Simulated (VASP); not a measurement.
Runs of VASP 6.6.1 on MgO2. The structure is that of space group R-3m (No. 166), or close to it. The cells are those of the table. 

| cell | gap on the mesh (eV) | pressure (GPa) | largest force (eV/Å) |
| --- | --- | --- | --- |
| a = 3.883 Å, angles 47.3°, 3 atoms | 3.17 | 5.5 | 0.03 |
| a = 3.968 Å, angles 48.5°, 3 atoms | 2.97 | -7.4 | 0.15 |
| a = 3.863 Å, angles 49.1°, 3 atoms | 3.60 | 1.4 | 0.95 |
| a = 3.836 Å, angles 47.9°, 3 atoms | (b) | (a) | 0.48 |
| a = 3.922 Å, angles 49.1°, 3 atoms | 3.29 | -4.7 | 0.61 |

Alike in all rows: task single point; level r2SCAN; potentials or basis VASP PAW PBE potentials, release 64 (Mg_sv, O); no spin polarisation; k mesh 12 × 12 × 12; cutoff (eV) 920; smearing gaussian 0.05 eV.

Q: Fill in the values left out.

A: (a) 9.3; (b) 3.53.

Caveats: the PAW data sets were made with another functional, which shifts forces and pressure a little; the cell stands under pressure (at least some runs); the cell stands under tension (at least some runs); the stress differs along the axes, from -4 to 12 GPa (at least some runs); the stress differs along the axes, from 6 to 15 GPa (at least some runs); the stress differs along the axes, from -8 to 3 GPa (at least some runs).

A k mesh can miss the band edges.
